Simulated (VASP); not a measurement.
# TaSi2 (P6_422) in VASP: notebook, part 2 of 2

VASP 6.6.1.

## Step 3: Single point, PBE (z stretched by -1 %, then relaxed in part)

File INCAR:

```
SYSTEM = TaSi2
PREC     = Accurate       ! precision mode
ENCUT    = 520            ! plane-wave cutoff, eV
EDIFF    = 1E-7           ! SCF threshold, eV
ISMEAR   = -1             ! smearing method
SIGMA    = 0.05           ! smearing width, eV
LREAL    = .False.        ! projectors in reciprocal space
LASPH    = .True.         ! aspherical terms in the spheres
NELM     = 80             ! most SCF steps
ALGO     = Normal         ! electronic algorithm
ISIF     = 2              ! what is computed and relaxed
LWAVE    = .False.        ! write WAVECAR
LCHARG   = .False.        ! write CHGCAR
GGA      = PE             ! functional
NBANDS   = 38             ! bands
```

File KPOINTS:

```
regular mesh
0
Gamma
  11 11 7
  0 0 0
```

File POSCAR:

```
TaSi2
1.0
    4.7839004637      0.0000000000      0.0000000000
   -2.3919502318      4.1429793307      0.0000000000
    0.0000000000      0.0000000000      6.5043000000
Ta Si
3 6
Direct
    0.5000000000      0.0000000000      0.0000000000
    0.5000000000      0.5000000000      0.6666666667
    0.0000000000      0.5000000000      0.3333333333
    0.1587126193      0.3174252385      0.0000000000
    0.8412873807      0.1587126193      0.6666666667
    0.6825747615      0.8412873807      0.3333333333
    0.8412873807      0.6825747615      0.0000000000
    0.1587126193      0.8412873807      0.6666666667
    0.3174252385      0.1587126193      0.3333333333
```

Potentials or basis: VASP PAW PBE potentials, release 64 (Ta_pv, Si).

Started as:

```bash
$ cat potpaw_PBE.64/Ta_pv/POTCAR potpaw_PBE.64/Si/POTCAR > POTCAR
$ mpirun -np 1 vasp_std > vasp.out
```

OUTCAR:

```text
SYSTEM = TaSi2
   PREC = Accurate
   ENCUT = 520
   EDIFF = 1E-7
   ISMEAR = -1
   LREAL = .False.
   LASPH = .True.
   NELM = 80
   ISIF = 2
   GGA = PE

 ion  position               nearest neighbor table
   1  0.500  0.000  0.000-   5 2.59   8 2.59   6 2.59   9 2.59   4 2.73   7 2.73   4 2.73   7 2.73
                             4 2.83   7 2.83   2 3.23   2 3.23   3 3.23   3 3.23
   2  0.500  0.500  0.667-   4 2.59   7 2.59   6 2.59   9 2.59   5 2.73   8 2.73   8 2.73   5 2.73
                             8 2.83   5 2.83   1 3.23   1 3.23   3 3.23   3 3.23
   3  0.000  0.500  0.333-   4 2.59   7 2.59   5 2.59   8 2.59   6 2.73   9 2.73   9 2.73   6 2.73
                             6 2.83   9 2.83   1 3.23   1 3.23   2 3.23   2 3.23
   4  0.159  0.317  0.000-   9 2.54   5 2.54   2 2.59   3 2.59   7 2.63   1 2.73   1 2.73   1 2.83
                             7 2.83   7 2.83   8 3.14   6 3.14
   5  0.841  0.159  0.667-   4 2.54   6 2.54   1 2.59   3 2.59   8 2.63   2 2.73   2 2.73   2 2.83
                             8 2.83   8 2.83   7 3.14   9 3.14
   6  0.683  0.841  0.333-   7 2.54   5 2.54   1 2.59   2 2.59   9 2.63   3 2.73   3 2.73   3 2.83
                             9 2.83   9 2.83   4 3.14   8 3.14
   7  0.841  0.683  0.000-   6 2.54   8 2.54   2 2.59   3 2.59   4 2.63   1 2.73   1 2.73   1 2.83
                             4 2.83   4 2.83   5 3.14   9 3.14
   8  0.159  0.841  0.667-   7 2.54   9 2.54   1 2.59   3 2.59   5 2.63   2 2.73   2 2.73   2 2.83
                             5 2.83   5 2.83   4 3.14   6 3.14
   9  0.317  0.159  0.333-   4 2.54   8 2.54   1 2.59   2 2.59   6 2.63   3 2.73   3 2.73   3 2.83
                             6 2.83   6 2.83   7 3.14   5 3.14

  LATTYP: Found a hexagonal cell.
 ALAT       =     4.7839004637
 C/A-ratio  =     1.3596227700

  Lattice vectors:

 A1 = (   4.7839004637,   0.0000000000,   0.0000000000)
 A2 = (  -2.3919502318,   4.1429793307,   0.0000000000)
 A3 = (   0.0000000000,   0.0000000000,   6.5043000000)

Analysis of symmetry for initial positions (statically):
=====================================================================
 Subroutine PRICEL returns:
 Original cell was already a primitive cell.

 Routine SETGRP: Setting up the symmetry group for a
 hexagonal supercell.

 Subroutine GETGRP returns: Found 12 space group operations
 (whereof  4 operations were pure point group operations)
 out of a pool of 24 trial point group operations.

The static configuration has the point symmetry D_2 .
 The point group associated with its full space group is D_6 .

Analysis of symmetry for dynamics (positions and initial velocities):
=====================================================================
 Subroutine PRICEL returns:
 Original cell was already a primitive cell.

 Routine SETGRP: Setting up the symmetry group for a
 hexagonal supercell.

 Subroutine GETGRP returns: Found 12 space group operations
 (whereof  4 operations were pure point group operations)
 out of a pool of 24 trial point group operations.

The dynamic configuration has the point symmetry D_2 .
 The point group associated with its full space group is D_6 .

 Subroutine INISYM returns: Found 12 space group operations
 (whereof  4 operations are pure point group operations),
 and found     1 'primitive' translations

----------------------------------------------------------------------------------------

                                     Primitive cell

  volume of cell :     128.9126

  direct lattice vectors                    reciprocal lattice vectors
[... 87 lines left out ...]
   dimension x,y,z NGXF=    72 NGYF=   72 NGZF=   96
   ions per type =               3   6
   NGX,Y,Z   is equivalent  to a cutoff of  12.51, 12.51, 12.27 a.u.
   NGXF,Y,Z  is equivalent  to a cutoff of  25.02, 25.02, 24.54 a.u.
 SYSTEM =  TaSi2
   PREC   = accura    normal or accurate (medium, high low for compatibility)
   ISTART =      0    job   : 0-new  1-cont  2-samecut
   ICHARG =      2    charge: 1-file 2-atom 10-const
   ISPIN  =      1    spin polarized calculation?
   LNONCOLLINEAR =      F non collinear calculations
   LSORBIT =      F    spin-orbit coupling
   LASPH  =      T    aspherical Exc in radial PAW
   ENCUT  =  520.0 eV  38.22 Ry    6.18 a.u.   8.89  8.89 12.09*2*pi/ulx,y,z
   NELM   =     80;   NELMIN=  2; NELMDL= -5     # of ELM steps
   EDIFF  = 0.1E-06   stopping-criterion for ELM
   LREAL  =      F    real-space projection
   EDIFFG = 0.1E-05   stopping-criterion for IOM
   NSW    =      0    number of steps for IOM
   IBRION =     -1    ionic relax: 0-MD 1-quasi-New 2-CG
   NFREE  =      0    steps in history (QN), initial steepest desc. (CG)
   ISIF   =      2    stress and relaxation
   ISYM   =      2    0-nonsym 1-usesym 2-fastsym
   POTIM  = 0.5000    time-step for ionic-motion
   TEBEG  =    0.0;   TEEND  =   0.0 temperature during run
   PSTRESS=    0.0 pullay stress
   NELECT =      57.0000    total number of electrons
   NUPDOWN=      -1.0000    fix difference up-down
   EMIN   =  10.00;   EMAX   =-10.00  energy-range for DOS
   EFERMI =   0.00;   METHOD = LEGACY
   ISMEAR =    -1;   SIGMA  =   0.05  broadening in eV -4-tet -1-fermi 0-gaus
   EFERMI_NEDOS =   21; number of points for ismear=-14 and -15
   IALGO  =     38    algorithm
   IMIX   =      4    mixing-type and parameters
     AMIX     =   0.40;   BMIX     =  1.00
     AMIX_MAG =   1.60;   BMIX_MAG =  1.00
  volume/ion in A,a.u.               =      14.32        96.66
  Fermi-wavevector in a.u.,A,eV,Ry     =   1.247196  2.356858 21.163825  1.555497
  Thomas-Fermi vector in A             =   2.381339
   LORBIT       =      0    0 simple, 1 ext, 2 COOP (PROOUT), +10 PAW based schemes
   GGA     = PE    functional components
   LHFCALC =     F    Hartree Fock is set to
   AEXX    =    0.0000 exact exchange contribution
   IVDW    =     0    specifies the selected vdW correction
   LEPSILON=     F    determine dielectric tensor
   LRPA    =     F    only Hartree local field effects (RPA)
 non-spin polarized calculation
  energy-cutoff  :      520.00
  volume of cell :      128.91
 maximum number of plane-waves:      3493
 NGX is ok and might be reduce to    36
   NGX = 17   NGY = 17   NGZ = 25

 number of electron      57.0000006 magnetization

 Free energy of the ion-electron system (eV)
  ---------------------------------------------------
  ext. energy  EPLUGINS =         0.00000000
  ---------------------------------------------------
  free energy    TOTEN  =       -72.21445526 eV

  energy without entropy =      -72.18759056  energy(sigma->0) =      -72.20102291

 E-fermi :   9.4648     XC(G=0): -12.1202

 val. band max:        9.4634774667   @ k =   0.2727   0.2727   0.0000
 cond. band min:       9.4674287848   @ k =   0.2727   0.0000   0.2857
 fundamental gap:      0.0039513181
 Fermi energy:         9.4648248043

 k-point     1 :       0.0000    0.0000    0.0000
  band No.  band energies     occupation
      1     -24.8728      2.00000
      2     -24.8612      2.00000
      3     -24.8612      2.00000
      4     -24.8013      2.00000
      5     -24.8013      2.00000
      6     -24.6967      2.00000
[... 973 lines left out ...]
     37      13.3653      0.00000
     38      13.4306      0.00000

 [... further k-points ...]

------------------------ aborting loop because EDIFF is reached ----------------------------------------

  FORCE on cell =-STRESS in cart. coord.  units (eV):
  Direction    XX          YY          ZZ          XY          YZ          ZX
  --------------------------------------------------------------------------------------
  -------------------------------------------------------------------------------------
  Total        2.6516375      2.6516375      6.6053196      0.0000000      0.0000000      0.0000000
  in kB       32.9556034     32.9556034     82.0935337      0.0000000      0.0000000      0.0000000
  external PRESSURE =      49.3349135 kB  Pullay stress =       0.0000000 kB

 VOLUME and BASIS-vectors are now :
 -----------------------------------------------------------------------------
  energy-cutoff  :      520.00
  volume of cell :      128.91
      direct lattice vectors                 reciprocal lattice vectors
     4.783900464  0.000000000  0.000000000     0.209034450  0.120686096  0.000000000
    -2.391950232  4.142979331  0.000000000     0.000000000  0.241372191  0.000000000
     0.000000000  0.000000000  6.504300000     0.000000000  0.000000000  0.153744446

 POSITION                                       TOTAL-FORCE (eV/Angst)
 -----------------------------------------------------------------------------------
      2.39195      0.00000      0.00000         0.000000      0.000000      0.000000
      1.19598      2.07149      4.33620         0.000000      0.000000     -0.000000
     -1.19598      2.07149      2.16810         0.000000      0.000000      0.000000
      0.00000      1.31509      0.00000        -0.000000     -0.003833      0.000000
      3.64500      0.65754      4.33620         0.003319     -0.001916     -0.000000
      1.25305      3.48544      2.16810         0.003319      0.001916      0.000000
      2.39195      2.82789      0.00000         0.000000      0.003833      0.000000
     -1.25305      3.48544      4.33620        -0.003319      0.001916      0.000000
      1.13890      0.65754      2.16810        -0.003319     -0.001916      0.000000
 -----------------------------------------------------------------------------------
    total drift:                               -0.000000      0.000000     -0.000000

  FREE ENERGIE OF THE ION-ELECTRON SYSTEM (eV)
  ---------------------------------------------------
  free  energy   TOTEN  =       -72.2144552597 eV

  energy  without entropy=      -72.1875905592  energy(sigma->0) =      -72.20102291
```

Wall time 1.9 min (1 thread of Intel Xeon 6975P-C (Granite Rapids), shared host); peak memory 0.39 GiB.

Results:

* Free energy: -72.2145 eV
* Pressure: 4.9 GPa
* Largest force: 0.004 eV/Å
* Band gap on the k mesh: zero (an odd number of electrons rules out a gap without spin polarisation)

Forces on the atoms (eV/Å):
```
Ta   0.000  0.000  0.000
Ta   0.000  0.000  0.000
Ta   0.000  0.000  0.000
Si   0.000 -0.004  0.000
Si   0.003 -0.002  0.000
Si   0.003  0.002  0.000
Si   0.000  0.004  0.000
Si  -0.003  0.002  0.000
Si  -0.003 -0.002  0.000
```

Stress tensor (GPa, compression positive):
```
3.30 0.00 0.00
0.00 3.30 0.00
0.00 0.00 8.21
```

Caveat: the cell differs from its parent crystal (z stretched by -1 %, then relaxed in part); the cell stands under pressure; spin-orbit coupling is left out, which moves the levels of the heavy elements.
